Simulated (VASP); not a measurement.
Crystal: ZnSe.

```
Zn Se
1.0
     0.00000    2.83244    2.83244
     2.83244    0.00000    2.83244
     2.83244    2.83244    0.00000
Zn Se
1 1
Direct
  0.00000 0.00000 0.00000
  0.25000 0.25000 0.25000
```

* Program: VASP 6.6.1
* Task: relaxation of cell and atoms
* Functional: LDA
* Potentials or basis: VASP PAW LDA potentials, release 64 (Zn, Se)
* Cutoff: 600 eV
* k mesh: 12 × 12 × 12
* Occupations: gaussian, width 0.02 eV
* Spin: no spin polarisation

At the start: pressure -3.0 GPa; volume 22.72 Å³/atom.

Task: Where does the relaxation end?

Result: Over 6 steps the energy falls by 10.4 meV/atom and the volume is 21.67 Å³/atom (-4.6 %); space group F-43m (No. 216, to 0.1 Å) before and after.

Step by step:
```csv
step,energy change (eV),largest force (eV/Å),pressure (GPa),volume (Å³)
1,0.0000,0.0000,-3.05,45.45
2,-0.0183,0.0000,1.16,42.66
3,-0.0208,0.0000,-0.16,43.35
4,-0.0207,0.0000,0.12,43.26
5,-0.0208,0.0000,0.05,43.30
6,-0.0208,0.0000,-0.01,43.34
```

Final structure:
```cif
data_structure
_symmetry_space_group_name_H-M 'P 1'
_symmetry_Int_Tables_number 1
_cell_length_a 3.9428
_cell_length_b 3.9428
_cell_length_c 3.9428
_cell_angle_alpha 60.000
_cell_angle_beta 60.000
_cell_angle_gamma 60.000
_cell_volume 43.34
loop_
_atom_site_label
_atom_site_type_symbol
_atom_site_fract_x
_atom_site_fract_y
_atom_site_fract_z
_atom_site_occupancy
Zn1 Zn 0.00000 0.00000 0.00000 1
Se1 Se 0.25000 0.25000 0.25000 1
```
